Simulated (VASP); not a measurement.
Here is a VASP 6.6.1 calculation.

The input POSCAR:

```
KBr
1.0
    0.0000000000      3.3022478201      3.3022478201
    3.2583279241      0.0000000000      3.3022478201
    3.2583279241      3.3022478201      0.0000000000
K Br
1 1
Direct
    0.0000000000      0.0000000000      0.0000000000
    0.5000000000      0.5000000000      0.5000000000
```

INCAR.step1

```
  ALGO = Normal
  EDIFF = 1E-5
  ENCUT = 520
  GGA = PE
  ISIF = 2
  ISMEAR = 0
  LASPH = True
  LCHARG = False
  LREAL = False
  LWAVE = True
  NBANDS = 15
  NELM = 60
  PREC = Accurate
  SIGMA = 0.01
```

Contents of INCAR.step2:

```
  ALGO = Normal
  EDIFF = 1E-6
  ENCUT = 520
  GGA = PE
  HFSCREEN = 0.2079
  ISIF = 2
  ISMEAR = 0
  ISTART = 1
  LASPH = True
  LCHARG = False
  LHFCALC = True
  LREAL = False
  LWAVE = False
  NBANDS = 15
  NELM = 60
  PREC = Accurate
  PRECFOCK = Normal
  SIGMA = 0.01
```

The input KPOINTS:

```
k-points
0
Gamma
  4 4 4
```

Potentials or basis: VASP PAW PBE potentials, release 64 (K_sv, Br).

The run is started by

```console
$ cat potpaw_PBE.64/K_sv/POTCAR potpaw_PBE.64/Br/POTCAR > POTCAR
$ cp INCAR.step1 INCAR
$ mpirun -np 1 vasp_std > vasp.out
$ cp INCAR.step2 INCAR
$ mpirun -np 1 vasp_std > vasp.out
```

Q: What does it give for the pressure?

A: 0.7 GPa.

Q: Predict the band gap on the k mesh.

A: 5.63 eV.

Stress tensor (GPa, compression positive):
```
1.01 0.00 0.00
0.00 0.53 0.00
0.00 0.00 0.53
```

Caveat: the cell differs from its parent crystal (uniaxial x strain -1.3%); the PAW data sets were made with another functional, which shifts forces and pressure a little.
